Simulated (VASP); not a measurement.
Input of a VASP 6.6.1 run:

The input INCAR:

```
SYSTEM = GaN
PREC = Accurate
ENCUT = 520
EDIFF = 1E-7
ISMEAR = 0
SIGMA = 0.01
LREAL = .False.
LASPH = .True.
NELM = 60
ALGO = Normal
ISIF = 2
LWAVE = .False.
LCHARG = .False.
NBANDS = 16
```

The input KPOINTS:

```
regular mesh
0
Gamma
  10 10 10
  0 0 0
```

POSCAR

```
GaN
1.0
    2.2388430216      2.2388430216      0.0000000000
   -2.2388430216      2.2388430216      0.0000000000
    0.0000000000      2.2388430216      2.2155320069
Ga N
1 1
Direct
    0.0000000000      0.0000000000      0.0000000000
    0.2500000000      0.7500000000      0.5000000000
```

Potentials or basis: VASP PAW LDA potentials, release 64 (Ga_d, N).

Launch:

```console
$ cat potpaw_LDA.64/Ga_d/POTCAR potpaw_LDA.64/N/POTCAR > POTCAR
$ mpirun -np 1 vasp_std > vasp.out
```

Predict the pressure.

0.2 GPa.

Predict the band gap on the k mesh.

1.91 eV, direct.

Stress tensor (GPa, compression positive):
```
-0.26  0.00  0.00
 0.00 -0.26  0.00
 0.00  0.00  1.06
```

Caveat: the cell differs from its parent crystal (film at in-plane strain +0.005).
